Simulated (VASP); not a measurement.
# AlCo3 (Pm-3m) in VASP: a series of runs, part 3 of 3

VASP 6.6.1.

## 5. Single point, r2SCAN, collinear spin, ferromagnetic start

File POSCAR:

```
AlCo3
1.0
    3.5749480000      0.0000000000      0.0000000000
    0.0000000000      3.5749480000      0.0000000000
    0.0000000000      0.0000000000      3.5749480000
Al Co
1 3
Direct
    0.0000000000      0.0000000000      0.0000000000
    0.5000000000      0.5000000000      0.0000000000
    0.5000000000      0.0000000000      0.5000000000
    0.0000000000      0.5000000000      0.5000000000
```

File INCAR.step1:

```
ALGO = Normal ; EDIFF = 1E-4
ENCUT = 520 ; GGA = PE
ISMEAR = 0 ; ISPIN = 2
LASPH = T ; LCHARG = F
LMAXMIX = 4 ; LREAL = F
LWAVE = T ; MAGMOM = 0 1.76 1.76 1.76
NBANDS = 27 ; NELM = 150
PREC = Accurate ; SIGMA = 0.1
```

File INCAR.step2:

```
ALGO = Normal ; EDIFF = 1E-6
ENCUT = 520 ; ISIF = 2
ISMEAR = 0 ; ISPIN = 2
ISTART = 1 ; LASPH = T
LCHARG = F ; LMAXMIX = 4
LMIXTAU = T ; LORBIT = 11
LREAL = F ; LWAVE = F
MAGMOM = 0 1.76 1.76 1.76 ; METAGGA = R2SCAN
NBANDS = 27 ; NELM = 150
PREC = Accurate ; SIGMA = 0.1
```

File KPOINTS:

```
Automatic mesh
0
Gamma
  10 10 10
  0.5 0.5 0.5
```

Potentials or basis: VASP PAW PBE potentials, release 64 (Al, Co).

Launch:

```sh
cat potpaw_PBE.64/Al/POTCAR potpaw_PBE.64/Co/POTCAR > POTCAR
cp INCAR.step1 INCAR
mpirun -np 1 vasp_std > vasp.out
cp INCAR.step2 INCAR
mpirun -np 1 vasp_std > vasp.out
```

OUTCAR:

```text
EDIFF = 1E-6
   ENCUT = 520
   ISIF = 2
   ISMEAR = 0
   ISPIN = 2
   ISTART = 1
   LASPH = T
   LORBIT = 11
   LREAL = F
   METAGGA = R2SCAN
   NELM = 150
   PREC = Accurate

 ion  position               nearest neighbor table
   1  0.000  0.000  0.000-   2 2.53   3 2.53   4 2.53   3 2.53   4 2.53   2 2.53   4 2.53   4 2.53
                             2 2.53   3 2.53   3 2.53   2 2.53
   2  0.500  0.500  0.000-   1 2.53   3 2.53   4 2.53   3 2.53   4 2.53   1 2.53   3 2.53   3 2.53
                             1 2.53   4 2.53   4 2.53   1 2.53
   3  0.500  0.000  0.500-   1 2.53   2 2.53   4 2.53   1 2.53   2 2.53   2 2.53   4 2.53   2 2.53
                             1 2.53   4 2.53   1 2.53   4 2.53
   4  0.000  0.500  0.500-   1 2.53   2 2.53   3 2.53   1 2.53   2 2.53   1 2.53   3 2.53   1 2.53
                             2 2.53   3 2.53   2 2.53   3 2.53

  LATTYP: Found a simple cubic cell.
 ALAT       =     3.5749480000

  Lattice vectors:

 A1 = (   3.5749480000,   0.0000000000,   0.0000000000)
 A2 = (   0.0000000000,   3.5749480000,   0.0000000000)
 A3 = (   0.0000000000,   0.0000000000,   3.5749480000)

Analysis of symmetry for initial positions (statically):
=====================================================================
 Subroutine PRICEL returns:
 Original cell was already a primitive cell.

 Routine SETGRP: Setting up the symmetry group for a
 simple cubic supercell.

 Subroutine GETGRP returns: Found 48 space group operations
 (whereof 48 operations were pure point group operations)
 out of a pool of 48 trial point group operations.

The static configuration has the point symmetry O_h .

Analysis of symmetry for dynamics (positions and initial velocities):
=====================================================================
 Subroutine PRICEL returns:
 Original cell was already a primitive cell.

 Routine SETGRP: Setting up the symmetry group for a
 simple cubic supercell.

 Subroutine GETGRP returns: Found 48 space group operations
 (whereof 48 operations were pure point group operations)
 out of a pool of 48 trial point group operations.

The dynamic configuration has the point symmetry O_h .

Analysis of structural, dynamic, and magnetic symmetry:
=====================================================================
 Subroutine PRICEL returns:
 Original cell was already a primitive cell.

 Routine SETGRP: Setting up the symmetry group for a
 simple cubic supercell.

 Subroutine GETGRP returns: Found 48 space group operations
 (whereof 48 operations were pure point group operations)
 out of a pool of 48 trial point group operations.

The overall configuration has the point symmetry O_h .

 Subroutine INISYM returns: Found 48 space group operations
 (whereof 48 operations are pure point group operations),
 and found     1 'primitive' translations

----------------------------------------------------------------------------------------

                                     Primitive cell

  volume of cell :      45.6887

  direct lattice vectors                    reciprocal lattice vectors
     3.574948000  0.000000000  0.000000000     0.279724348  0.000000000  0.000000000
     0.000000000  3.574948000  0.000000000     0.000000000  0.279724348  0.000000000
     0.000000000  0.000000000  3.574948000     0.000000000  0.000000000  0.279724348

  length of vectors
[... 86 lines left out ...]
   EDIFF  = 0.1E-05   stopping-criterion for ELM
   LREAL  =      F    real-space projection
   EDIFFG = 0.1E-04   stopping-criterion for IOM
   NSW    =      0    number of steps for IOM
   IBRION =     -1    ionic relax: 0-MD 1-quasi-New 2-CG
   NFREE  =      0    steps in history (QN), initial steepest desc. (CG)
   ISIF   =      2    stress and relaxation
   ISYM   =      2    0-nonsym 1-usesym 2-fastsym
   POTIM  = 0.5000    time-step for ionic-motion
   TEBEG  =    0.0;   TEEND  =   0.0 temperature during run
   PSTRESS=    0.0 pullay stress
   NELECT =      30.0000    total number of electrons
   NUPDOWN=      -1.0000    fix difference up-down
   EMIN   =  10.00;   EMAX   =-10.00  energy-range for DOS
   EFERMI =   0.00;   METHOD = LEGACY
   ISMEAR =     0;   SIGMA  =   0.10  broadening in eV -4-tet -1-fermi 0-gaus
   EFERMI_NEDOS =   21; number of points for ismear=-14 and -15
   IALGO  =     38    algorithm
   IMIX   =      4    mixing-type and parameters
     AMIX     =   0.40;   BMIX     =  1.00
     AMIX_MAG =   1.60;   BMIX_MAG =  1.00
  volume/ion in A,a.u.               =      11.42        77.08
  Fermi-wavevector in a.u.,A,eV,Ry     =   1.422915  2.688919 27.547527  2.024686
  Thomas-Fermi vector in A             =   2.543568
   LORBIT       =     11    0 simple, 1 ext, 2 COOP (PROOUT), +10 PAW based schemes
   METAGGA = R2SCAN    functional components
   LHFCALC =     F    Hartree Fock is set to
   AEXX    =    0.0000 exact exchange contribution
   IVDW    =     0    specifies the selected vdW correction
   LEPSILON=     F    determine dielectric tensor
   LRPA    =     F    only Hartree local field effects (RPA)
 spin polarized calculation
 Gauss-broadening in eV      SIGMA  =   0.10
  energy-cutoff  :      520.00
  volume of cell :       45.69
 maximum number of plane-waves:      1248
 NGX is ok and might be reduce to    28
   NGX = 13   NGY = 13   NGZ = 13

 number of electron      30.0000030 magnetization       4.5234192

 Free energy of the ion-electron system (eV)
  ---------------------------------------------------
  ext. energy  EPLUGINS =         0.00000000
  ---------------------------------------------------
  free energy    TOTEN  =       -47.15546992 eV

  energy without entropy =      -47.14389676  energy(sigma->0) =      -47.14968334

 E-fermi :  10.4150     XC(G=0): -13.8032

 val. band max:       10.4007807568   @ k =   0.3500   0.2500   0.0500
 cond. band min:      10.4280054794   @ k =   0.3500   0.3500   0.0500
 fundamental gap:      0.0272247226
 Fermi energy:        10.4150026120

 spin component 1

 k-point     1 :       0.0500    0.0500    0.0500
  band No.  band energies     occupation
      1      -0.3318      1.00000
      2       4.2235      1.00000
      3       5.3041      1.00000
      4       5.3041      1.00000
      5       5.9608      1.00000
      6       5.9933      1.00000
[... 709 lines left out ...]
     26      24.4798      0.00000
     27      25.0507      0.00000

 [... further k-points ...]

 spin component 2

 k-point     1 :       0.0500    0.0500    0.0500
  band No.  band energies     occupation
      1      -0.5525      1.00000
      2       6.3587      1.00000
      3       6.9510      1.00000
      4       6.9896      1.00000
      5       6.9900      1.00000
      6       7.2335      1.00000
[... 709 lines left out ...]
     26      24.7069      0.00000
     27      25.3818      0.00000

 [... further k-points ...]

------------------------ aborting loop because EDIFF is reached ----------------------------------------

  FORCE on cell =-STRESS in cart. coord.  units (eV):
  Direction    XX          YY          ZZ          XY          YZ          ZX
  --------------------------------------------------------------------------------------
  -------------------------------------------------------------------------------------
  Total        0.4022572      0.4022572      0.4022572      0.0000000     -0.0000000      0.0000000
  in kB       14.1060447     14.1060447     14.1060447      0.0000000     -0.0000000      0.0000000
  external PRESSURE =      14.1060447 kB  Pullay stress =       0.0000000 kB

 VOLUME and BASIS-vectors are now :
 -----------------------------------------------------------------------------
  energy-cutoff  :      520.00
  volume of cell :       45.69
      direct lattice vectors                 reciprocal lattice vectors
     3.574948000  0.000000000  0.000000000     0.279724348  0.000000000  0.000000000
     0.000000000  3.574948000  0.000000000     0.000000000  0.279724348  0.000000000
     0.000000000  0.000000000  3.574948000     0.000000000  0.000000000  0.279724348

 POSITION                                       TOTAL-FORCE (eV/Angst)
 -----------------------------------------------------------------------------------
      0.00000      0.00000      0.00000         0.000000      0.000000      0.000000
      1.78747      1.78747      0.00000         0.000000      0.000000      0.000000
      1.78747      0.00000      1.78747         0.000000      0.000000      0.000000
      0.00000      1.78747      1.78747         0.000000      0.000000      0.000000
 -----------------------------------------------------------------------------------
    total drift:                                0.000000      0.000000      0.000000

  FREE ENERGIE OF THE ION-ELECTRON SYSTEM (eV)
  ---------------------------------------------------
  free  energy   TOTEN  =       -47.1554699219 eV

  energy  without entropy=      -47.1438967608  energy(sigma->0) =      -47.14968334

 total charge

# of ion       s       p       d       tot
------------------------------------------
    1        0.411   0.435   0.000   0.846
    2        0.485   0.559   7.273   8.317
    3        0.485   0.559   7.273   8.317
    4        0.485   0.559   7.273   8.317
--------------------------------------------------
tot          1.866   2.112  21.818  25.796

 magnetization (x)

# of ion       s       p       d       tot
------------------------------------------
    1       -0.001  -0.036   0.000  -0.037
    2        0.013  -0.007   1.576   1.582
    3        0.013  -0.007   1.576   1.582
    4        0.013  -0.007   1.576   1.582
--------------------------------------------------
tot          0.038  -0.058   4.729   4.709
```

Wall time 4.6 min (1 thread of Intel Xeon 6975P-C, shared host); peak memory 0.22 GiB.

Results:

| Item | Value |
| --- | --- |
| Free energy | -47.1555 eV |
| Pressure | 1.4 GPa |
| Net moment | 4.52 μB per cell |
| Site moments | Al -0.04; Co +1.58 μB |
| Valence electrons inside the program's atomic spheres | Al 0.85; Co 8.32 |

Levels at points of the mesh, in eV from the Fermi level:
Spin up:
| k point | band 13 | band 14 | band 15 | band 16 | band 17 | band 18 | band 19 | band 20 | band 21 | band 22 |
| --- | --- | --- | --- | --- | --- | --- | --- | --- | --- | --- |
| (0.05, 0.05, 0.05) | -1.77 | -1.14 | -1.14 | -0.94 | 0.29 | 0.44 | 0.44 | 6.45 | 6.45 | 7.10 |
Spin down:
| k point | band 10 | band 11 | band 12 | band 13 | band 14 | band 15 | band 16 | band 17 |
| --- | --- | --- | --- | --- | --- | --- | --- | --- |
| (0.05, 0.05, 0.05) | -1.11 | -0.09 | -0.09 | 0.43 | 0.50 | 0.97 | 0.97 | 1.46 |

Caveat: the PAW data sets were made with another functional, which shifts forces and pressure a little.

## 6. The runs side by side

```tsv
k mesh	gap on the mesh (eV)	pressure (GPa)	moment (μB)
8 × 8 × 8	none	1.4	4.52
8 × 8 × 8, shifted	none	0.8	4.42
10 × 10 × 10	none	1.1	4.46
10 × 10 × 10, shifted	none	1.4	4.52
```

Alike in all rows: task single point; level r2SCAN; potentials or basis VASP PAW PBE potentials, release 64 (Al, Co); spin collinear, ferromagnetic start; cell as given; cutoff (eV) 520; smearing gaussian 0.1 eV.

Every run on the cell as given and a fine mesh finds a metal.

Caveats: the PAW data sets were made with another functional, which shifts forces and pressure a little.

Absolute energies hang on the potentials; compare differences alone.
